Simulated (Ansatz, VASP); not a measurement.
# Two plane-wave programs on TaSi

```
CELL_PARAMETERS angstrom
3.22972 0.00000 0.00000
-1.61486 2.79702 0.00000
0.00000 0.00000 8.50104
ATOMIC_POSITIONS crystal
Ta 0.33333 0.66667 0.84922
Ta 0.66667 0.33333 0.15078
Si 0.33333 0.66667 0.39552
Si 0.66667 0.33333 0.60448
```

Alike in both runs: task relaxation of cell and atoms; functional PBE; k mesh 6 × 6 × 2; occupations gaussian, width 0.1 eV; no spin polarisation.

|  | VASP | Ansatz |
| --- | --- | --- |
| version | VASP 6.6.1 | Ansatz 0.2.0 |
| potentials or method | VASP PAW PBE potentials, release 64 (Ta_pv, Si), cutoff 600 eV | scalar-relativistic, plane waves, PAW |
| valence electrons in the cell | 30 | 34 |

Ansatz gave:

| Item | Value |
| --- | --- |
| gap on the k mesh at the Fermi level, each at its own relaxed structure (eV) | none |
| relaxed volume (Å³/atom) | 17.07 |
| relaxed cell length with the largest relative difference (Å) | 6.739 |

Q: What did VASP give for the same quantities?

A: gap on the k mesh at the Fermi level, each at its own relaxed structure (eV): none; relaxed volume (Å³/atom): 17.08; relaxed cell length with the largest relative difference (Å): 6.730.

A gap of «none» marks a metal or a gap that the smearing closes. VASP's potentials hold 30 valence electrons a cell and Ansatz's 34, so a difference there can come from the potentials and not from the codes.

The k mesh is coarse, so the values compare programs but aren't converged. Spin-orbit coupling is off throughout.
